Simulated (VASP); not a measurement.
A run of VASP 6.6.1 is set up as follows.

Contents of INCAR:

```
SYSTEM = Al12O
ALGO = Normal ; EDIFF = 1E-6
ENCUT = 520 ; GGA = PE
ISIF = 2 ; ISMEAR = -1
LASPH = .True. ; LCHARG = .False.
LREAL = .False. ; LWAVE = .False.
NBANDS = 33 ; NELM = 60
PREC = Accurate ; SIGMA = 0.15
```

Contents of KPOINTS:

```
k-points
0
Gamma
  4 4 1
  0 0 0
```

Contents of POSCAR:

```
Al12O
1.0
    5.7275650000      0.0000000000      0.0000000000
    2.8637820000      4.9602170000      0.0000000000
    0.0000000000      0.0000000000     15.6765370000
Al O
12 1
Direct
    0.1666666208      0.1666667003      0.0637895984
    0.6666667081      0.1666667003      0.0637895984
    0.1666666712      0.6666665995      0.0637895984
    0.6666667585      0.6666665995      0.0637895984
   -0.1604445633      0.3272018140      0.2107117152
    0.3328954383      0.3335368191      0.2134349570
   -0.1727844532      0.8337028400      0.2136653650
    0.3337293206      0.8295155232      0.2135572416
    0.0199711026      0.0044574663      0.3644750113
    0.5132859425     -0.0055844331      0.3587742625
    0.0183389310      0.4792762091      0.3643411807
    0.5280335143      0.4865523020      0.3604035126
    1.0782212571     -0.2878823648      0.4220794427
```

Potentials or basis: VASP PAW PBE potentials, release 64 (Al, O).

The run is started by

```console
$ cat potpaw_PBE.64/Al/POTCAR potpaw_PBE.64/O/POTCAR > POTCAR
$ mpirun -np 1 vasp_std > vasp.out
```

Problem. Predict the largest force.

Solution. 0.911 eV/Å.

Problem. Estimate the band gap on the k mesh.

Solution. Zero (bands 21 and 22 overlap by 0.39 eV).

Forces in eV/Å, atoms in the order of the input:
```
Al   0.012 -0.012  0.004
Al  -0.027  0.029  0.029
Al   0.063 -0.041  0.019
Al  -0.043 -0.005  0.032
Al  -0.020  0.028  0.022
Al   0.003  0.001 -0.007
Al   0.014  0.010  0.004
Al   0.005  0.014 -0.009
Al  -0.168  0.160 -0.044
Al  -0.203  0.113 -0.154
Al  -0.220  0.048 -0.042
Al  -0.202  0.112  0.150
O    0.787 -0.459 -0.002
```
